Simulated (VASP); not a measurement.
# CsRe: single point with PBE

Crystal: CsRe.

```
CELL_PARAMETERS angstrom
3.68935 0.00000 0.00000
-1.84468 3.19507 0.00000
0.00000 0.00000 5.63144
ATOMIC_POSITIONS crystal
Cs 0.00282 0.01773 0.49446
Re 0.01001 0.01595 0.00021
```

```json
{
 "Program": "VASP 6.6.1",
 "Task": "single point",
 "Functional": "PBE",
 "Potentials or basis": "VASP PAW PBE potentials, release 64 (Cs_sv, Re)",
 "Cutoff": "520 eV",
 "k mesh": "8 × 8 × 4",
 "Occupations": "fermi-dirac, width 0.1 eV",
 "Spin": "no spin polarisation",
 "Dipole correction": "no",
 "Further INCAR settings": "ALGO = Normal; EDIFF = 1e-06; NBANDS = 15"
}
```

```
Pressure               : -6.5 GPa
Largest force          : 0.238 eV/Å
Band gap on the k mesh : zero (bands 8 and 9 overlap by 1.08 eV)
```

Forces in eV/Å, atoms in the order of the input:
```
Cs  -0.064  0.012  0.229
Re   0.064 -0.012 -0.229
```

Stress tensor (GPa, compression positive):
```
-12.42   0.00  -0.01
  0.00 -12.43   0.00
 -0.01   0.00   5.21
```

Levels at points of the mesh, in eV from the Fermi level:
| k point | band 6 | band 7 | band 8 | band 9 | band 10 | band 11 |
| --- | --- | --- | --- | --- | --- | --- |
| (0.00, 0.00, 0.00) | -1.33 | -0.24 | -0.24 | -0.04 | -0.04 | 1.96 |
| (0.50, 0.00, 0.00) | -1.91 | -1.12 | -0.39 | 1.18 | 1.54 | 1.85 |
| (0.00, 0.50, 0.00) | -1.91 | -1.12 | -0.39 | 1.18 | 1.54 | 1.84 |
| (0.50, 0.50, 0.00) | -1.91 | -1.13 | -0.39 | 1.18 | 1.54 | 1.85 |
| (0.00, 0.00, 0.50) | -0.20 | -0.20 | 0.43 | 0.44 | 0.75 | 2.04 |
| (0.50, 0.00, 0.50) | -0.72 | -0.22 | 0.20 | 1.19 | 1.36 | 1.54 |
| (0.00, 0.50, 0.50) | -0.72 | -0.22 | 0.20 | 1.19 | 1.36 | 1.54 |
| (0.50, 0.50, 0.50) | -0.72 | -0.23 | 0.20 | 1.19 | 1.36 | 1.54 |

Wall time 2.9 min on 1 thread of Oxide Virtual Turin-like Processor, on a shared host, peak memory 0.24 GiB.

Caveat: the stress differs along the axes, from -12 to 5 GPa; spin-orbit coupling is left out, which moves the levels of the heavy elements.
